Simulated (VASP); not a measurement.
Set up this calculation in VASP 6.6.1, as the native input.

- Task: single point
- Functional: PBE
- Potentials or basis: VASP PAW PBE potentials, release 64 (Na_pv, F)
- Cutoff: 520 eV
- k mesh: 8 × 8 × 8
- Occupations: gaussian, width 0.05 eV
- Spin: no spin polarisation
- Dipole correction: no
- Further INCAR settings: ALGO = Normal; EDIFF = 1e-06; NBANDS = 14

The structure of NaF lies in POSCAR:

```
NaF
1.0
    0.0000000000      2.3200000000      2.3200000000
    2.3200000000      0.0000000000      2.3200000000
    2.3200000000      2.3200000000      0.0000000000
Na F
1 1
Direct
    0.0000000000      0.0000000000      0.0000000000
    0.5000000000      0.5000000000      0.5000000000
```

The input as run:

INCAR

```
SYSTEM = NaF
PREC = Accurate
ENCUT = 520
EDIFF = 1E-6
ISMEAR = 0
SIGMA = 0.05
LREAL = .False.
LASPH = .True.
NELM = 60
ALGO = Normal
ISIF = 2
LWAVE = .False.
LCHARG = .True.
GGA = PE
LELF = .True.
LVHAR = .True.
NBANDS = 14
```

KPOINTS

```
Automatic mesh
0
Gamma
  8 8 8
  0 0 0
```

Potentials or basis: VASP PAW PBE potentials, release 64 (Na_pv, F).

The run is started by

```sh
$ cat potpaw_PBE.64/Na_pv/POTCAR potpaw_PBE.64/F/POTCAR > POTCAR
$ mpirun -np 1 vasp_std > vasp.out
```

Results of the run:

```
Pressure               : 1.8 GPa
Band gap on the k mesh : 6.28 eV
```

Run time: 5.4 s on 1 thread of Intel(R) Xeon(R) Platinum 8488C (Sapphire Rapids), on a shared host, peak memory 0.13 GiB.
